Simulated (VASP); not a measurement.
Crystal: Sc2SnSe5.

```xyz
8
Lattice="-2.3909 2.3909 8.5680 2.3909 -2.3909 8.5680 2.3909 2.3909 -8.5680" Properties=species:S:1:pos:R:3 pbc="T T T"
Sc    0.0000    0.0000    4.2252
Sc    0.0000    0.0000   12.9109
Sn    0.0000    0.0000    8.5680
Se    0.0000    2.3909    2.5011
Se    2.3909    0.0000    6.0669
Se    2.3909    0.0000    2.5011
Se    0.0000    2.3909    6.0669
Se    0.0000    0.0000    0.0000
```

The cell was generated, and may not be a known phase.

| Quantity | Value |
| --- | --- |
| Program | VASP 6.6.1 |
| Task | relaxation of cell and atoms |
| Functional | PBE |
| Potentials or basis | VASP PAW PBE potentials, release 64 (Sc_sv, Sn_d, Se) |
| Cutoff | 600 eV |
| k mesh | 4 × 4 × 4 |
| Occupations | gaussian, width 0.15 eV |
| Spin | no spin polarisation |

At the start: pressure -5.1 GPa; volume 24.49 Å³/atom.

Question: Where does the relaxation end?

Answer: Over 7 steps the energy falls by 145.0 meV/atom and the volume is 22.12 Å³/atom (-9.7 %); space group I4/mmm (No. 139, to 0.1 Å) before and after.

Step by step:
```tsv
step	energy change (eV)	largest force (eV/Å)	pressure (GPa)	volume (Å³)
1	0.0000	1.2733	-5.05	195.92
2	-0.7803	0.5044	1.53	174.68
3	-0.8022	0.3303	3.09	171.11
4	-1.1301	0.1453	1.71	173.01
5	-1.1375	0.2541	1.55	173.29
6	-1.1549	0.0420	-0.86	178.85
7	-1.1602	0.0665	-0.11	177.00
```

Final structure:
```
CELL_PARAMETERS angstrom
-2.42886 2.42886 7.50080
2.42886 -2.42886 7.50080
2.42886 2.42886 -7.50080
ATOMIC_POSITIONS crystal
Sc 0.24799 0.24799 0.00000
Sc 0.75201 0.75201 0.00000
Sn 0.50000 0.50000 0.00000
Se 0.65277 0.15277 0.50000
Se 0.34723 0.84723 0.50000
Se 0.15277 0.65277 0.50000
Se 0.84723 0.34723 0.50000
Se 0.00000 0.00000 0.00000
```

Caveat: the relaxation stopped at a loose force limit of 0.08 eV/Å, so its end isn't a converged minimum.
